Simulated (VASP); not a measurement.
Input of a VASP 6.6.1 run:

Contents of INCAR:

```
SYSTEM = Mg5Ge
  PREC = Accurate
  ENCUT = 520
  EDIFF = 1E-7
  ISMEAR = -1
  SIGMA = 0.05
  LREAL = .FALSE.
  LASPH = .TRUE.
  NELM = 100
  ALGO = Normal
  ISIF = 2
  LWAVE = .FALSE.
  LCHARG = .FALSE.
  NBANDS = 21
```

The input KPOINTS:

```
Automatic mesh
0
G
  5 5 5
  0 0 0
```

POSCAR

```
Mg5Ge
1.0
    0.0000000000      4.0413915911      4.0413915911
    4.0413915911      0.0000000000      4.0413915911
    4.0413915911      4.0413915911      0.0000000000
Mg Ge
5 1
Direct
    0.7500000000      0.7500000000      0.7500000000
    0.3748300000      0.8755000000      0.3748300000
    0.3748300000      0.3748300000      0.8755000000
    0.8755000000      0.3748300000      0.3748300000
    0.3748300000      0.3748300000      0.3748300000
    0.0000000000      0.0000000000      0.0000000000
```

Potentials or basis: VASP PAW LDA potentials, release 64 (Mg, Ge_d).

Run with:

```console
$ cat potpaw_LDA.64/Mg/POTCAR potpaw_LDA.64/Ge_d/POTCAR > POTCAR
$ mpirun -np 1 vasp_std > vasp.out
```

Problem. Estimate the band gap on the k mesh.

Solution. Zero (band 12 reaches 4.09 eV, above the bottom of band 13 at 2.29 eV).

Problem. Estimate the largest force.

Solution. 0.012 eV/Å.

Problem. Estimate the pressure.

Solution. -1.4 GPa.

Forces on the atoms (eV/Å):
```
Mg   0.000  0.000  0.000
Mg   0.007 -0.007  0.007
Mg   0.007  0.007 -0.007
Mg  -0.007  0.007  0.007
Mg  -0.007 -0.007 -0.007
Ge   0.000  0.000  0.000
```
